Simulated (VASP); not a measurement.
# Cs (Im-3m) in VASP: further runs

Runs on Cs. Level: PBEsol. Tasks: single point, relaxation of cell and atoms.

All numbers are computed with VASP 6.6.1; they aren't measurements. Logs are shortened: lines on timing, memory, paths and dates and some standing lists are left out, and cuts for length are marked.

### Step 1. The cell of the first run

The structure is cubic, space group Im-3m (No. 229). The conventional cell has a = 5.993 Å, b = 5.993 Å, c = 5.993 Å, α = 90.00°, β = 90.00°, γ = 90.00°.

### Step 2. Single point, PBEsol

Contents of INCAR:

```
ALGO = Normal
EDIFF = 1E-6
ENCUT = 520
GGA = PS
ISIF = 2
ISMEAR = 0
LASPH = T
LCHARG = T
LELF = T
LREAL = F
LVHAR = T
LWAVE = F
NBANDS = 10
NELM = 100
PREC = Accurate
SIGMA = 0.05
```

Contents of KPOINTS:

```
k-points
0
Gamma
  5 5 5
```

Contents of POSCAR:

```
Cs
1.0
    5.1904936885     -0.0000000287     -0.0000000498
   -1.7301645357      4.8936443893     -0.0000000498
   -1.7301645357     -2.4468221228      4.2380203997
Cs
1
Direct
    0.0000000000      0.0000000000      0.0000000000
```

Potentials or basis: VASP PAW PBE potentials, release 64 (Cs_sv).

Started as:

```sh
$ cat potpaw_PBE.64/Cs_sv/POTCAR > POTCAR
$ mpirun -np 1 vasp_std > vasp.out
```

OUTCAR:

```text
EDIFF = 1E-6
   ENCUT = 520
   GGA = PS
   ISIF = 2
   ISMEAR = 0
   LASPH = T
   LREAL = F
   NELM = 100
   PREC = Accurate

 ion  position               nearest neighbor table
   1  0.000  0.000  0.000-

  LATTYP: Found a body centered cubic cell.
 ALAT       =     5.9934658565

  Lattice vectors:

 A1 = (   5.1904936885,  -0.0000000287,  -0.0000000498)
 A2 = (  -1.7301645357,   4.8936443893,  -0.0000000498)
 A3 = (  -1.7301645357,  -2.4468221228,   4.2380203997)

Analysis of symmetry for initial positions (statically):
=====================================================================
 Subroutine PRICEL returns:
 Original cell was already a primitive cell.

 Routine SETGRP: Setting up the symmetry group for a
 body centered cubic supercell.

 Subroutine GETGRP returns: Found 48 space group operations
 (whereof 48 operations were pure point group operations)
 out of a pool of 48 trial point group operations.

The static configuration has the point symmetry O_h .

Analysis of symmetry for dynamics (positions and initial velocities):
=====================================================================
 Subroutine PRICEL returns:
 Original cell was already a primitive cell.

 Routine SETGRP: Setting up the symmetry group for a
 body centered cubic supercell.

 Subroutine GETGRP returns: Found 48 space group operations
 (whereof 48 operations were pure point group operations)
 out of a pool of 48 trial point group operations.

The dynamic configuration has the point symmetry O_h .

 Subroutine INISYM returns: Found 48 space group operations
 (whereof 48 operations are pure point group operations),
 and found     1 'primitive' translations

----------------------------------------------------------------------------------------

                                     Primitive cell

  volume of cell :     107.6475

  direct lattice vectors                    reciprocal lattice vectors
     5.190493689 -0.000000029 -0.000000050     0.192659902  0.068115562  0.117979610
    -1.730164536  4.893644389 -0.000000050     0.000000002  0.204346685  0.117979610
    -1.730164536 -2.446822123  4.238020400     0.000000002  0.000000003  0.235959226

  length of vectors
     5.190493689  5.190493688  5.190493688     0.235959226  0.235959226  0.235959226

  position of ions in fractional coordinates (direct lattice)
     0.000000000  0.000000000  0.000000000

  ion indices of the primitive-cell ions
   primitive index   ion index
                 1           1

----------------------------------------------------------------------------------------

 KPOINTS: k-points

Automatic generation of k-mesh.
 Grid dimensions read from file:
 generate k-points for:    5    5    5

 Generating k-lattice:

  Cartesian coordinates                     Fractional coordinates (reciprocal lattice)
     0.038531980  0.013623112  0.023595922     0.200000000 -0.000000000  0.000000000
     0.000000000  0.040869337  0.023595922     0.000000000  0.200000000  0.000000000
     0.000000000  0.000000001  0.047191845     0.000000000  0.000000000  0.200000000

  Length of vectors
     0.047191845  0.047191845  0.047191845

  Shift w.r.t. Gamma in fractional coordinates (k-lattice)
     0.000000000  0.000000000  0.000000000

 Subroutine IBZKPT returns following result:
 ===========================================

 Found     10 irreducible k-points:

 Following reciprocal coordinates:
            Coordinates               Weight
  0.000000  0.000000  0.000000      1.000000
  0.200000  0.000000  0.000000     12.000000
  0.400000  0.000000 -0.000000     12.000000
  0.200000  0.200000  0.000000     24.000000
  0.400000  0.200000  0.000000     24.000000
  0.200000  0.200000  0.200000      8.000000
 -0.200000  0.200000  0.200000      6.000000
 -0.400000  0.400000  0.200000     24.000000
 -0.400000 -0.400000  0.200000      8.000000
 -0.400000  0.400000  0.400000      6.000000
   k-points           NKPTS =     10   k-points in BZ     NKDIM =     10   number of bands    NBANDS=     10
   number of dos      NEDOS =    301   number of ions     NIONS =      1
   total plane-waves  NPLWV =  64000
   dimension x,y,z NGX =    40 NGY =   40 NGZ =   40
   dimension x,y,z NGXF=    80 NGYF=   80 NGZF=   80
   ions per type =               1
   NGX,Y,Z   is equivalent  to a cutoff of  12.81, 12.81, 12.81 a.u.
   NGXF,Y,Z  is equivalent  to a cutoff of  25.62, 25.62, 25.62 a.u.
 SYSTEM =  unknown system
   PREC   = accura    normal or accurate (medium, high low for compatibility)
   ISTART =      0    job   : 0-new  1-cont  2-samecut
   ICHARG =      2    charge: 1-file 2-atom 10-const
   ISPIN  =      1    spin polarized calculation?
   LNONCOLLINEAR =      F non collinear calculations
   LSORBIT =      F    spin-orbit coupling
   LASPH  =      T    aspherical Exc in radial PAW
   ENCUT  =  520.0 eV  38.22 Ry    6.18 a.u.   9.65  9.65  9.65*2*pi/ulx,y,z
   NELM   =    100;   NELMIN=  2; NELMDL= -5     # of ELM steps
   EDIFF  = 0.1E-05   stopping-criterion for ELM
   LREAL  =      F    real-space projection
   EDIFFG = 0.1E-04   stopping-criterion for IOM
   NSW    =      0    number of steps for IOM
   IBRION =     -1    ionic relax: 0-MD 1-quasi-New 2-CG
   NFREE  =      0    steps in history (QN), initial steepest desc. (CG)
   ISIF   =      2    stress and relaxation
   ISYM   =      2    0-nonsym 1-usesym 2-fastsym
   POTIM  = 0.5000    time-step for ionic-motion
   TEBEG  =    0.0;   TEEND  =   0.0 temperature during run
   PSTRESS=    0.0 pullay stress
   NELECT =       9.0000    total number of electrons
   NUPDOWN=      -1.0000    fix difference up-down
   EMIN   =  10.00;   EMAX   =-10.00  energy-range for DOS
   EFERMI =   0.00;   METHOD = LEGACY
   ISMEAR =     0;   SIGMA  =   0.05  broadening in eV -4-tet -1-fermi 0-gaus
   EFERMI_NEDOS =   21; number of points for ismear=-14 and -15
   IALGO  =     38    algorithm
   IMIX   =      4    mixing-type and parameters
     AMIX     =   0.40;   BMIX     =  1.00
     AMIX_MAG =   1.60;   BMIX_MAG =  1.00
  volume/ion in A,a.u.               =     107.65       726.44
  Fermi-wavevector in a.u.,A,eV,Ry     =   0.715848  1.352757  6.972152  0.512439
  Thomas-Fermi vector in A             =   1.804116
   LORBIT       =      0    0 simple, 1 ext, 2 COOP (PROOUT), +10 PAW based schemes
   GGA     = PS    functional components
   LHFCALC =     F    Hartree Fock is set to
   AEXX    =    0.0000 exact exchange contribution
   IVDW    =     0    specifies the selected vdW correction
   LEPSILON=     F    determine dielectric tensor
   LRPA    =     F    only Hartree local field effects (RPA)
 non-spin polarized calculation
 Gauss-broadening in eV      SIGMA  =   0.05
  energy-cutoff  :      520.00
  volume of cell :      107.65
 maximum number of plane-waves:      2914
   NGX = 19   NGY = 19   NGZ = 19

 number of electron       8.9999998 magnetization

 Free energy of the ion-electron system (eV)
  ---------------------------------------------------
  ext. energy  EPLUGINS =         0.00000000
  ---------------------------------------------------
  free energy    TOTEN  =        -0.94780766 eV

  energy without entropy =       -0.94300126  energy(sigma->0) =       -0.94540446

 E-fermi :   0.6174     XC(G=0):  -5.6517

 val. band max:        0.2632153905   @ k =   0.4000   0.0000  -0.0000
 cond. band min:       0.6347094801   @ k =  -0.4000   0.4000   0.2000
 fundamental gap:      0.3714940896
 Fermi energy:         0.6174286244

 k-point     1 :       0.0000    0.0000    0.0000
  band No.  band energies     occupation
      1     -23.2713      2.00000
      2      -9.9792      2.00000
      3      -9.9792      2.00000
      4      -9.9792      2.00000
      5      -1.2136      2.00000
      6       3.0767      0.00000
      7       3.0767      0.00000
      8       3.0767      0.00000
      9       3.9984      0.00000
     10       3.9984      0.00000

 k-point     2 :       0.2000    0.0000    0.0000
  band No.  band energies     occupation
      1     -23.2682      2.00000
      2     -10.0409      2.00000
      3      -9.9990      2.00000
      4      -9.9794      2.00000
      5      -0.7590      2.00000
      6       2.5447      0.00000
      7       2.6788      0.00000
      8       3.5501      0.00000
      9       3.7759      0.00000
     10       3.9653      0.00000

 k-point     3 :       0.4000    0.0000   -0.0000
  band No.  band energies     occupation
      1     -23.2630      2.00000
      2     -10.1365      2.00000
      3     -10.0307      2.00000
      4      -9.9797      2.00000
      5       0.2632      2.00000
      6       1.6693      0.00000
      7       2.2390      0.00000
      8       3.9216      0.00000
      9       4.2685      0.00000
     10       4.8713      0.00000

 k-point     4 :       0.2000    0.2000    0.0000
  band No.  band energies     occupation
      1     -23.2640      2.00000
      2     -10.1047      2.00000
      3     -10.0262      2.00000
      4      -9.9928      2.00000
      5       0.0261      2.00000
      6       1.9355      0.00000
      7       2.2237      0.00000
      8       3.7143      0.00000
      9       4.2584      0.00000
     10       4.4312      0.00000

 k-point     5 :       0.4000    0.2000    0.0000
  band No.  band energies     occupation
      1     -23.2614      2.00000
      2     -10.1311      2.00000
      3     -10.0595      2.00000
      4      -9.9965      2.00000
      5       0.9038      0.00000
      6       1.4472      0.00000
      7       1.9368      0.00000
      8       3.7092      0.00000
      9       4.4044      0.00000
     10       4.6879      0.00000

 k-point     6 :       0.2000    0.2000    0.2000
  band No.  band energies     occupation
      1     -23.2620      2.00000
      2     -10.1088      2.00000
      3     -10.0364      2.00000
      4     -10.0364      2.00000
      5       0.9900      0.00000
      6       1.6779      0.00000
      7       1.6779      0.00000
      8       3.6916      0.00000
      9       4.4788      0.00000
     10       4.4788      0.00000

 k-point     7 :      -0.2000    0.2000    0.2000
  band No.  band energies     occupation
      1     -23.2652      2.00000
      2     -10.0493      2.00000
      3     -10.0200      2.00000
      4     -10.0200      2.00000
      5      -0.3365      2.00000
      6       2.4697      0.00000
      7       2.8083      0.00000
      8       2.8083      0.00000
      9       3.5941      0.00000
     10       4.4489      0.00000

 k-point     8 :      -0.4000    0.4000    0.2000
  band No.  band energies     occupation
      1     -23.2605      2.00000
      2     -10.1215      2.00000
      3     -10.0533      2.00000
      4     -10.0237      2.00000
      5       0.6347      0.62500
      6       1.5952      0.00000
      7       2.6147      0.00000
      8       2.8895      0.00000
      9       4.0368      0.00000
     10       4.7305      0.00000

 k-point     9 :      -0.4000   -0.4000    0.2000
  band No.  band energies     occupation
      1     -23.2583      2.00000
      2     -10.1054      2.00000
      3     -10.1054      2.00000
      4     -10.0334      2.00000
      5       1.3338      0.00000
      6       1.3338      0.00000
      7       1.9480      0.00000
      8       3.7401      0.00000
      9       3.7401      0.00000
     10       4.7434      0.00000

 k-point    10 :      -0.4000    0.4000    0.4000
  band No.  band energies     occupation
      1     -23.2564      2.00000
      2     -10.1002      2.00000
      3     -10.0893      2.00000
      4     -10.0893      2.00000
      5       1.0925      0.00000
      6       1.2896      0.00000
      7       3.2660      0.00000
      8       3.3465      0.00000
      9       3.3465      0.00000
     10       4.8361      0.00000

------------------------ aborting loop because EDIFF is reached ----------------------------------------

  FORCE on cell =-STRESS in cart. coord.  units (eV):
  Direction    XX          YY          ZZ          XY          YZ          ZX
  --------------------------------------------------------------------------------------
  -------------------------------------------------------------------------------------
  Total       -0.0024240     -0.0024240     -0.0024240     -0.0000000      0.0000000     -0.0000000
  in kB       -0.0360778     -0.0360778     -0.0360778     -0.0000000      0.0000000     -0.0000000
  external PRESSURE =      -0.0360778 kB  Pullay stress =       0.0000000 kB

 VOLUME and BASIS-vectors are now :
 -----------------------------------------------------------------------------
  energy-cutoff  :      520.00
  volume of cell :      107.65
      direct lattice vectors                 reciprocal lattice vectors
     5.190493689 -0.000000029 -0.000000050     0.192659902  0.068115562  0.117979610
    -1.730164536  4.893644389 -0.000000050     0.000000002  0.204346685  0.117979610
    -1.730164536 -2.446822123  4.238020400     0.000000002  0.000000003  0.235959226

 POSITION                                       TOTAL-FORCE (eV/Angst)
 -----------------------------------------------------------------------------------
      0.00000      0.00000      0.00000         0.000000      0.000000      0.000000
 -----------------------------------------------------------------------------------
    total drift:                               -0.000000     -0.000000     -0.000000

  FREE ENERGIE OF THE ION-ELECTRON SYSTEM (eV)
  ---------------------------------------------------
  free  energy   TOTEN  =        -0.9478076570 eV

  energy  without entropy=       -0.9430012637  energy(sigma->0) =       -0.94540446
```

Run time: 14 s. Hardware: 1 thread of AMD EPYC 7R43 (Zen 3), shared host; peak memory 0.18 GiB.

What came out:

- Free energy: -0.9478 eV
- Pressure: 0.0 GPa

Caveat: the PAW data sets were made with another functional, which shifts forces and pressure a little; spin-orbit coupling is left out, which moves the levels of the heavy elements.

### Step 3. Relaxation of cell and atoms, PBEsol

This run uses another cell than the first one, of 111.66 Å³/atom, 1.037 times its volume.

Contents of INCAR:

```
ALGO = Normal
EDIFF = 1E-6
EDIFFG = -0.01
ENCUT = 600
GGA = PS
IBRION = 2
ISIF = 3
ISMEAR = 0
LASPH = T
LCHARG = F
LREAL = F
LWAVE = F
NELM = 100
NSW = 80
PREC = Accurate
SIGMA = 0.05
```

KPOINTS is that of step 2.

Contents of POSCAR:

```
Cs
1.0
    5.2541760000      0.0000000000      0.0000000000
   -1.7513919451      4.9536846583      0.0000000000
   -1.7513919451     -2.4768422128      4.2900168236
Cs
1
Direct
    0.0000000000      0.0000000000      0.0000000000
```

Potentials or basis: VASP PAW PBE potentials, release 64 (Cs_sv).

Started as:

```sh
$ cat potpaw_PBE.64/Cs_sv/POTCAR > POTCAR
$ mpirun -np 1 vasp_std > vasp.out
```

Wall time 38 s (1 thread of AMD EPYC 7R43 (Zen 3), shared host); peak memory 0.22 GiB.

Results (log left out):

- Free energy: -0.9480 eV
- Relaxed volume: 107.58 Å³/atom
- Relaxed cell: a = 5.189 Å, b = 5.189 Å, c = 5.189 Å, α = 109.47°, β = 109.47°, γ = 109.47°
- Space group after relaxing (to 0.05 Å): Im-3m (No. 229)
- Energy gained by relaxing: 0.9 meV/atom
- Ionic steps: 4
- Pressure after relaxing: 0.0 GPa

The path:
| step | energy change (eV) | largest force (eV/Å) | pressure (GPa) | volume (Å³) |
| --- | --- | --- | --- | --- |
| 1 | 0.0000 | 0.0000 | -0.07 | 111.66 |
| 2 | -0.0003 | 0.0000 | -0.06 | 110.84 |
| 3 | -0.0009 | 0.0000 | -0.02 | 108.40 |
| 4 | -0.0009 | 0.0000 | 0.00 | 107.58 |

Final structure:
```cif
data_structure
_symmetry_space_group_name_H-M 'P 1'
_symmetry_Int_Tables_number 1
_cell_length_a 5.1895
_cell_length_b 5.1895
_cell_length_c 5.1895
_cell_angle_alpha 109.471
_cell_angle_beta 109.471
_cell_angle_gamma 109.471
_cell_volume 107.58
loop_
_atom_site_label
_atom_site_type_symbol
_atom_site_fract_x
_atom_site_fract_y
_atom_site_fract_z
_atom_site_occupancy
Cs1 Cs 0.00000 0.00000 0.00000 1
```

Levels at points of the mesh, in eV from the Fermi level:
| k point | band 2 | band 3 | band 4 | band 5 | band 6 | band 7 |
| --- | --- | --- | --- | --- | --- | --- |
| (0.00, 0.00, 0.00) | -10.60 | -10.60 | -10.60 | -1.83 | 2.46 | 2.46 |

Caveat: the PAW data sets were made with another functional, which shifts forces and pressure a little; spin-orbit coupling is left out, which moves the levels of the heavy elements.
